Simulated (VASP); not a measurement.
# IrAu3 (Fm-3m) in VASP: notebook

IrAu3 is run at these levels: PBE; tasks: single point, relaxation of cell and atoms.

All numbers are computed with VASP 6.6.1; they aren't measurements. Logs are shortened: lines on timing, memory, paths and dates and some standing lists are left out, and cuts for length are marked.

### 1 The cell of the first run

Symmetry: Fm-3m, No. 225, cubic system. Conventional cell: a = 6.349 Å, b = 6.349 Å, c = 6.349 Å, α = 90.00°, β = 90.00°, γ = 90.00°. Within 3.6 Å of Ir (site symmetry m-3m) lie 14 Au at 2.75 to 3.17 Å. Within 3.6 Å of Au (site symmetry -43m) lie 10 Au at 2.75 to 3.17 Å and 4 Ir at 2.75 Å. Au (site symmetry m-3m) has 8 Au at 2.75 Å and 6 Ir at 3.17 Å within 3.6 Å.

### 2 Single point, PBE

File INCAR:

```
  PREC = Accurate
  ENCUT = 520
  EDIFF = 1E-6
  ISMEAR = 0
  SIGMA = 0.1
  LREAL = False
  LASPH = True
  NELM = 80
  ALGO = Fast
  ISIF = 2
  LWAVE = False
  LCHARG = False
  GGA = PE
  NBANDS = 29
```

File KPOINTS:

```
regular mesh
0
Gamma
  6 6 6
```

File POSCAR:

```
IrAu3
1.0
    0.0000000000      3.1743861100      3.1743861100
    3.1743861100      0.0000000000      3.1743861100
    3.1743861100      3.1743861100      0.0000000000
Ir Au
1 3
Direct
    0.0000000000      0.0000000000      0.0000000000
    0.7500000000      0.7500000000      0.7500000000
    0.5000000000      0.5000000000      0.5000000000
    0.2500000000      0.2500000000      0.2500000000
```

Potentials or basis: VASP PAW PBE potentials, release 64 (Ir, Au).

Command:

```console
$ cat potpaw_PBE.64/Ir/POTCAR potpaw_PBE.64/Au/POTCAR > POTCAR
$ mpirun -np 1 vasp_std > vasp.out
```

OUTCAR:

```text
PREC = Accurate
   ENCUT = 520
   EDIFF = 1E-6
   ISMEAR = 0
   LREAL = False
   LASPH = True
   NELM = 80
   ISIF = 2
   GGA = PE

 ion  position               nearest neighbor table
   1  0.000  0.000  0.000-   2 2.75   2 2.75   2 2.75   4 2.75   4 2.75   4 2.75   4 2.75   2 2.75
                             3 3.17   3 3.17   3 3.17   3 3.17   3 3.17   3 3.17
   2  0.750  0.750  0.750-   3 2.75   3 2.75   3 2.75   1 2.75   1 2.75   1 2.75   3 2.75   1 2.75
                             4 3.17   4 3.17   4 3.17   4 3.17   4 3.17   4 3.17
   3  0.500  0.500  0.500-   4 2.75   4 2.75   4 2.75   2 2.75   2 2.75   2 2.75   4 2.75   2 2.75
                             1 3.17   1 3.17   1 3.17   1 3.17   1 3.17   1 3.17
   4  0.250  0.250  0.250-   1 2.75   1 2.75   1 2.75   3 2.75   3 2.75   3 2.75   3 2.75   1 2.75
                             2 3.17   2 3.17   2 3.17   2 3.17   2 3.17   2 3.17

  LATTYP: Found a face centered cubic cell.
 ALAT       =     6.3487722200

  Lattice vectors:

 A1 = (   0.0000000000,   3.1743861100,   3.1743861100)
 A2 = (   3.1743861100,   0.0000000000,   3.1743861100)
 A3 = (   3.1743861100,   3.1743861100,   0.0000000000)

Analysis of symmetry for initial positions (statically):
=====================================================================
 Subroutine PRICEL returns:
 Original cell was already a primitive cell.

 Routine SETGRP: Setting up the symmetry group for a
 face centered cubic supercell.

 Subroutine GETGRP returns: Found 48 space group operations
 (whereof 48 operations were pure point group operations)
 out of a pool of 48 trial point group operations.

The static configuration has the point symmetry O_h .

Analysis of symmetry for dynamics (positions and initial velocities):
=====================================================================
 Subroutine PRICEL returns:
 Original cell was already a primitive cell.

 Routine SETGRP: Setting up the symmetry group for a
 face centered cubic supercell.

 Subroutine GETGRP returns: Found 48 space group operations
 (whereof 48 operations were pure point group operations)
 out of a pool of 48 trial point group operations.

The dynamic configuration has the point symmetry O_h .

 Subroutine INISYM returns: Found 48 space group operations
 (whereof 48 operations are pure point group operations),
 and found     1 'primitive' translations

----------------------------------------------------------------------------------------

                                     Primitive cell

  volume of cell :      63.9748

  direct lattice vectors                    reciprocal lattice vectors
     0.000000000  3.174386110  3.174386110    -0.157510770  0.157510770  0.157510770
     3.174386110  0.000000000  3.174386110     0.157510770 -0.157510770  0.157510770
     3.174386110  3.174386110  0.000000000     0.157510770  0.157510770 -0.157510770

  length of vectors
     4.489259889  4.489259889  4.489259889     0.272816656  0.272816656  0.272816656

  position of ions in fractional coordinates (direct lattice)
     0.000000000  0.000000000  0.000000000
     0.750000000  0.750000000  0.750000000
     0.500000000  0.500000000  0.500000000
     0.250000000  0.250000000  0.250000000

  ion indices of the primitive-cell ions
   primitive index   ion index
                 1           1
                 2           2
                 3           3
                 4           4

----------------------------------------------------------------------------------------

 KPOINTS: regular mesh

Automatic generation of k-mesh.
 Grid dimensions read from file:
 generate k-points for:    6    6    6

 Generating k-lattice:

  Cartesian coordinates                     Fractional coordinates (reciprocal lattice)
    -0.026251795  0.026251795  0.026251795     0.166666667  0.000000000  0.000000000
     0.026251795 -0.026251795  0.026251795     0.000000000  0.166666667  0.000000000
     0.026251795  0.026251795 -0.026251795     0.000000000  0.000000000  0.166666667

  Length of vectors
     0.045469443  0.045469443  0.045469443

  Shift w.r.t. Gamma in fractional coordinates (k-lattice)
     0.000000000  0.000000000  0.000000000

 Subroutine IBZKPT returns following result:
 ===========================================

 Found     16 irreducible k-points:

 Following reciprocal coordinates:
            Coordinates               Weight
  0.000000  0.000000  0.000000      1.000000
  0.166667  0.000000  0.000000      8.000000
  0.333333  0.000000  0.000000      8.000000
  0.500000  0.000000  0.000000      4.000000
  0.166667  0.166667  0.000000      6.000000
  0.333333  0.166667  0.000000     24.000000
[... 8 lines left out ...]
 -0.333333  0.333333  0.166667     24.000000
 -0.333333  0.500000  0.166667     12.000000
   k-points           NKPTS =     16   k-points in BZ     NKDIM =     16   number of bands    NBANDS=     29
   number of dos      NEDOS =    301   number of ions     NIONS =      4
[... 36 lines left out ...]
     AMIX_MAG =   1.60;   BMIX_MAG =  1.00
  volume/ion in A,a.u.               =      15.99       107.93
  Fermi-wavevector in a.u.,A,eV,Ry     =   1.422836  2.688770 27.544482  2.024462
  Thomas-Fermi vector in A             =   2.543498
   LORBIT       =      0    0 simple, 1 ext, 2 COOP (PROOUT), +10 PAW based schemes
   GGA     = PE    functional components
   LHFCALC =     F    Hartree Fock is set to
   AEXX    =    0.0000 exact exchange contribution
   IVDW    =     0    specifies the selected vdW correction
   LEPSILON=     F    determine dielectric tensor
   LRPA    =     F    only Hartree local field effects (RPA)
 non-spin polarized calculation
 RMM-DIIS sequential band-by-band and
 Gauss-broadening in eV      SIGMA  =   0.10
  energy-cutoff  :      520.00
  volume of cell :       63.97
 maximum number of plane-waves:      1759
 NGX is ok and might be reduce to    36
   NGX = 17   NGY = 17   NGZ = 17

 number of electron      41.9999997 magnetization

 Free energy of the ion-electron system (eV)
  ---------------------------------------------------
  ext. energy  EPLUGINS =         0.00000000
  ---------------------------------------------------
  free energy    TOTEN  =       -16.75740686 eV

  energy without entropy =      -16.74110714  energy(sigma->0) =      -16.74925700

 E-fermi :   9.5749     XC(G=0): -13.1389

 val. band max:        9.5291317799   @ k =  -0.3333   0.3333   0.1667
 cond. band min:       9.5845588491   @ k =   0.5000   0.0000   0.0000
 fundamental gap:      0.0554270692
 Fermi energy:         9.5748560863

 k-point     1 :       0.0000    0.0000    0.0000
  band No.  band energies     occupation
      1      -0.3532      2.00000
      2       2.7520      2.00000
      3       2.7520      2.00000
      4       4.1617      2.00000
      5       4.1617      2.00000
      6       4.1617      2.00000
[... 21 lines left out ...]
     28      17.8926      0.00000
     29      17.8930      0.00000

 k-point     2 :       0.1667    0.0000    0.0000
  band No.  band energies     occupation
      1       0.0539      2.00000
      2       2.9672      2.00000
      3       2.9672      2.00000
      4       3.6124      2.00000
      5       3.9945      2.00000
      6       3.9945      2.00000
[... 21 lines left out ...]
     28      16.9090      0.00000
     29      16.9090      0.00000

 k-point     3 :       0.3333    0.0000    0.0000
  band No.  band energies     occupation
      1       1.1583      2.00000
      2       3.3960      2.00000
      3       3.5336      2.00000
      4       3.5336      2.00000
      5       3.9075      2.00000
      6       3.9075      2.00000
[... 21 lines left out ...]
     28      16.7279      0.00000
     29      18.3912      0.00000

 k-point     4 :       0.5000    0.0000    0.0000
  band No.  band energies     occupation
      1       2.4788      2.00000
      2       2.8263      2.00000
      3       3.8098      2.00000
      4       3.9275      2.00000
      5       3.9275      2.00000
      6       4.0549      2.00000
[... 341 lines left out ...]
     28      21.1970      0.00000
     29      21.6185      0.00000

 k-point    15 :      -0.3333    0.3333    0.1667
  band No.  band energies     occupation
      1       2.5903      2.00000
      2       2.6600      2.00000
      3       3.1726      2.00000
      4       3.2137      2.00000
      5       3.9780      2.00000
      6       4.3451      2.00000
[... 21 lines left out ...]
     28      19.8303      0.00000
     29      21.8058      0.00000

 k-point    16 :      -0.3333    0.5000    0.1667
  band No.  band energies     occupation
      1       2.5721      2.00000
      2       2.5928      2.00000
      3       3.0633      2.00000
      4       3.1932      2.00000
      5       3.9403      2.00000
      6       4.0541      2.00000
[... 21 lines left out ...]
     28      20.3247      0.00000
     29      23.2781      0.00000

------------------------ aborting loop because EDIFF is reached ----------------------------------------

  FORCE on cell =-STRESS in cart. coord.  units (eV):
  Direction    XX          YY          ZZ          XY          YZ          ZX
  --------------------------------------------------------------------------------------
  -------------------------------------------------------------------------------------
  Total        5.4166995      5.4166995      5.4166995     -0.0000000      0.0000000     -0.0000000
  in kB      135.6550860    135.6550860    135.6550860     -0.0000000      0.0000000     -0.0000000
  external PRESSURE =     135.6550860 kB  Pullay stress =       0.0000000 kB

 VOLUME and BASIS-vectors are now :
 -----------------------------------------------------------------------------
  energy-cutoff  :      520.00
  volume of cell :       63.97
      direct lattice vectors                 reciprocal lattice vectors
     0.000000000  3.174386110  3.174386110    -0.157510770  0.157510770  0.157510770
     3.174386110  0.000000000  3.174386110     0.157510770 -0.157510770  0.157510770
     3.174386110  3.174386110  0.000000000     0.157510770  0.157510770 -0.157510770

 POSITION                                       TOTAL-FORCE (eV/Angst)
 -----------------------------------------------------------------------------------
      0.00000      0.00000      0.00000         0.000000      0.000000      0.000000
      4.76158      4.76158      4.76158        -0.000000     -0.000000      0.000000
      3.17439      3.17439      3.17439         0.000000      0.000000      0.000000
      1.58719      1.58719      1.58719         0.000000      0.000000     -0.000000
 -----------------------------------------------------------------------------------
    total drift:                                0.000000      0.000000      0.000000

  FREE ENERGIE OF THE ION-ELECTRON SYSTEM (eV)
  ---------------------------------------------------
  free  energy   TOTEN  =       -16.7574068627 eV

  energy  without entropy=      -16.7411071440  energy(sigma->0) =      -16.74925700
```

Run time: 18 s. Hardware: 1 thread of Intel Xeon 6975P-C (Granite Rapids), shared host; peak memory 0.21 GiB.

Results:

| Quantity | Value |
| --- | --- |
| Free energy | -16.7574 eV |
| Pressure | 13.6 GPa |
| Band gap on the k mesh | zero (band 21 reaches 9.76 eV, above the bottom of band 22 at 9.53 eV) |

Caveat: spin-orbit coupling is left out, which moves the levels of the heavy elements.

### 3 Single point, PBE

This run uses another cell than the first one, of 17.09 Å³/atom, 1.069 times its volume.

File INCAR:

```
SYSTEM = IrAu3
PREC = Accurate
ENCUT = 520
EDIFF = 1E-6
ISMEAR = 0
SIGMA = 0.1
LREAL = .FALSE.
LASPH = .TRUE.
NELM = 60
ALGO = Normal
ISIF = 2
LWAVE = .FALSE.
LCHARG = .FALSE.
GGA = PE
NBANDS = 29
```

File KPOINTS:

```
regular mesh
0
G
  6 6 6
  0 0 0
```

File POSCAR:

```
IrAu3
1.0
    0.0000000000      3.2453176651      3.2453176651
    3.2453176651      0.0000000000      3.2453176651
    3.2453176651      3.2453176651      0.0000000000
Ir Au
1 3
Direct
    0.0000000000      0.0000000000      0.0000000000
    0.7500000000      0.7500000000      0.7500000000
    0.5000000000      0.5000000000      0.5000000000
    0.2500000000      0.2500000000      0.2500000000
```

Potentials or basis: VASP PAW PBE potentials, release 64 (Ir, Au).

Command:

```console
$ cat potpaw_PBE.64/Ir/POTCAR potpaw_PBE.64/Au/POTCAR > POTCAR
$ mpirun -np 1 vasp_std > vasp.out
```

Run time: 14 s. Hardware: 1 thread of Intel Xeon 6975P-C (Granite Rapids), shared host; peak memory 0.21 GiB.

It converged, with:

| Quantity | Value |
| --- | --- |
| Free energy | -16.9289 eV |
| Pressure | -0.2 GPa |
| Band gap on the k mesh | zero (band 21 reaches 8.63 eV, above the bottom of band 22 at 8.47 eV) |

Levels at points of the mesh, in eV from the Fermi level:
| k point | band 17 | band 18 | band 19 | band 20 | band 21 | band 22 | band 23 | band 24 | band 25 | band 26 |
| --- | --- | --- | --- | --- | --- | --- | --- | --- | --- | --- |
| (0.00, 0.00, 0.00) | -0.36 | -0.36 | -0.36 | -0.12 | -0.12 | 3.24 | 4.08 | 6.86 | 6.86 | 6.86 |
| (0.50, 0.00, 0.00) | -1.57 | -1.07 | -1.07 | -0.39 | -0.39 | 0.01 | 4.23 | 5.37 | 6.35 | 6.35 |
| (0.50, 0.50, 0.00) | -1.60 | -1.40 | -0.49 | -0.03 | -0.03 | 0.21 | 0.21 | 0.33 | 4.59 | 4.89 |

Caveat: spin-orbit coupling is left out, which moves the levels of the heavy elements.

### 4 Single point, PBE, collinear spin, ferromagnetic start

This run uses another cell than the first one, of 17.09 Å³/atom, 1.069 times its volume.

File INCAR:

```
SYSTEM = IrAu3
PREC = Accurate ; ENCUT = 520
EDIFF = 1E-6 ; ISMEAR = 0
SIGMA = 0.1 ; LREAL = .False.
LASPH = .True. ; NELM = 150
ALGO = Fast ; ISIF = 2
LWAVE = .False. ; LCHARG = .False.
ISPIN = 2 ; MAGMOM = 1 0 0 0
LORBIT = 11 ; LMAXMIX = 4
GGA = PE ; NBANDS = 33
```

File KPOINTS:

```
regular mesh
0
Gamma
  4 4 4
  0 0 0
```

POSCAR is that of step 3.

Command:

```console
$ cat potpaw_PBE.64/Ir/POTCAR potpaw_PBE.64/Au/POTCAR > POTCAR
$ mpirun -np 1 vasp_std > vasp.out
```

It took 26 s on 1 thread of Intel Xeon 6975P-C (Granite Rapids), shared host; peak memory 0.25 GiB.

Results (log left out):

| Property | Result |
| --- | --- |
| Free energy | -16.8432 eV |
| Pressure | -0.4 GPa |
| Band gap on the k mesh | zero (filled and empty bands overlap) |
| Net moment | 0.00 μB per cell |
| Valence electrons inside the program's atomic spheres | Ir 7.93; Au 9.66, 9.63 |

Levels at points of the mesh, in eV from the Fermi level:
Spin up:
| k point | band 17 | band 18 | band 19 | band 20 | band 21 | band 22 | band 23 | band 24 | band 25 | band 26 |
| --- | --- | --- | --- | --- | --- | --- | --- | --- | --- | --- |
| (0.00, 0.00, 0.00) | -0.39 | -0.39 | -0.39 | -0.14 | -0.14 | 3.23 | 4.06 | 6.85 | 6.85 | 6.85 |
| (0.50, 0.00, 0.00) | -1.59 | -1.09 | -1.09 | -0.41 | -0.41 | -0.01 | 4.22 | 5.36 | 6.34 | 6.34 |
| (0.50, 0.50, 0.00) | -1.61 | -1.42 | -0.51 | -0.04 | -0.04 | 0.19 | 0.19 | 0.30 | 4.57 | 4.88 |
Spin down:
```csv
k point,band 17,band 18,band 19,band 20,band 21,band 22,band 23,band 24,band 25,band 26
"(0.00, 0.00, 0.00)",-0.39,-0.39,-0.39,-0.14,-0.14,3.23,4.06,6.85,6.85,6.85
"(0.50, 0.00, 0.00)",-1.59,-1.09,-1.09,-0.41,-0.41,-0.01,4.22,5.36,6.34,6.34
"(0.50, 0.50, 0.00)",-1.61,-1.42,-0.51,-0.04,-0.04,0.19,0.19,0.31,4.58,4.88
```

Caveat: the k points lie up to 0.42 Å⁻¹ apart; spin-orbit coupling is left out, which moves the levels of the heavy elements.

### 5 Relaxation of cell and atoms, PBE

File INCAR:

```
SYSTEM = IrAu3
PREC     = Accurate       ! precision mode
ENCUT    = 600            ! plane-wave cutoff, eV
EDIFF    = 1E-6           ! SCF threshold, eV
ISMEAR   = 0              ! smearing method
SIGMA    = 0.1            ! smearing width, eV
LREAL    = .FALSE.        ! projectors in reciprocal space
LASPH    = .TRUE.         ! aspherical terms in the spheres
NELM     = 100            ! most SCF steps
ALGO     = Normal         ! electronic algorithm
ISIF     = 3              ! what is computed and relaxed
LWAVE    = .FALSE.        ! write WAVECAR
LCHARG   = .FALSE.        ! write CHGCAR
GGA      = PE             ! functional
IBRION   = 2              ! ionic algorithm
NSW      = 90             ! ionic steps
EDIFFG   = -0.04          ! ionic threshold
```

File KPOINTS:

```
Automatic mesh
0
G
  6 6 6
  0 0 0
```

File POSCAR:

```
IrAu3
1.0
    0.0000000000      3.1743861100      3.1743861100
    3.1743861100      0.0000000000      3.1743861100
    3.1743861100      3.1743861100      0.0000000000
Ir Au
1 3
Direct
    0.0000000000      0.0000000000      0.0000000000
    0.7500000000      0.7500000000      0.7500000000
    0.5000000000      0.5000000000      0.5000000000
    0.2500000000      0.2500000000      0.2500000000
```

Command:

```console
$ cat potpaw_PBE.64/Ir/POTCAR potpaw_PBE.64/Au/POTCAR > POTCAR
$ mpirun -np 1 vasp_std > vasp.out
```

It took 43 s on 1 thread of Intel Xeon 6975P-C (Granite Rapids), shared host; peak memory 0.22 GiB.

Results (log left out):

```
Free energy                            : -16.9280 eV
Relaxed volume                         : 17.08 Å³/atom
Relaxed cell                           : a = 4.589 Å, b = 4.589 Å, c = 4.589 Å, α = 60.00°, β = 60.00°, γ = 60.00°
Space group after relaxing (to 0.05 Å) : Fm-3m (No. 225)
Energy gained by relaxing              : 42.5 meV/atom
Ionic steps                            : 4
Pressure after relaxing                : -0.1 GPa
Band gap on the k mesh                 : zero (band 21 reaches 8.63 eV, above the bottom of band 22 at 8.47 eV)
```

The path:
```
step  energy change (eV)  largest force (eV/Å)  pressure (GPa)  volume (Å³)
   1              0.0000                0.0000           13.68        63.97
   2              0.3229                0.0000          -15.07        77.47
   3             -0.1697                0.0000           -0.52        68.52
   4             -0.1700                0.0000           -0.10        68.33
```

Final structure:
```
CELL_PARAMETERS angstrom
0.00000 3.24491 3.24491
3.24491 0.00000 3.24491
3.24491 3.24491 0.00000
ATOMIC_POSITIONS crystal
Ir 0.00000 0.00000 0.00000
Au 0.75000 0.75000 0.75000
Au 0.50000 0.50000 0.50000
Au 0.25000 0.25000 0.25000
```

Levels at points of the mesh, in eV from the Fermi level:
```tsv
k point	band 18	band 19	band 20	band 21	band 22	band 23	band 24	band 25
(0.00, 0.00, 0.00)	-0.36	-0.36	-0.12	-0.12	3.24	4.08	6.86	6.86
(0.50, 0.00, 0.00)	-1.07	-1.07	-0.39	-0.39	0.01	4.23	5.38	6.35
(0.50, 0.50, 0.00)	-1.40	-0.49	-0.03	-0.03	0.21	0.21	0.33	4.59
```

Caveat: spin-orbit coupling is left out, which moves the levels of the heavy elements.

### 6 Overview

| task | spin | cell | k mesh | cutoff (eV) | gap on the mesh (eV) | pressure (GPa) |
| --- | --- | --- | --- | --- | --- | --- |
| single point | off | a = 4.489 Å, angles 60.0°, 4 atoms | 6 × 6 × 6 | 520 | none | 13.6 |
| single point | off | a = 4.590 Å, angles 60.0°, 4 atoms | 6 × 6 × 6 | 520 | none | -0.2 |
| single point | collinear, ferromagnetic start | a = 4.590 Å, angles 60.0°, 4 atoms | 4 × 4 × 4 | 520 | none | -0.4 |
| relaxation of cell and atoms | off | relaxed from a = 4.489 Å, angles 60.0°, 4 atoms | 6 × 6 × 6 | 600 | none | -0.1 |

Alike in all rows: level PBE; potentials or basis VASP PAW PBE potentials, release 64 (Ir, Au); smearing gaussian 0.1 eV.

Caveats: some runs use coarse meshes; spin-orbit coupling is left out, which moves the levels of the heavy elements.

Total energies depend on the potentials used, so only differences within one code and one set of settings carry meaning.
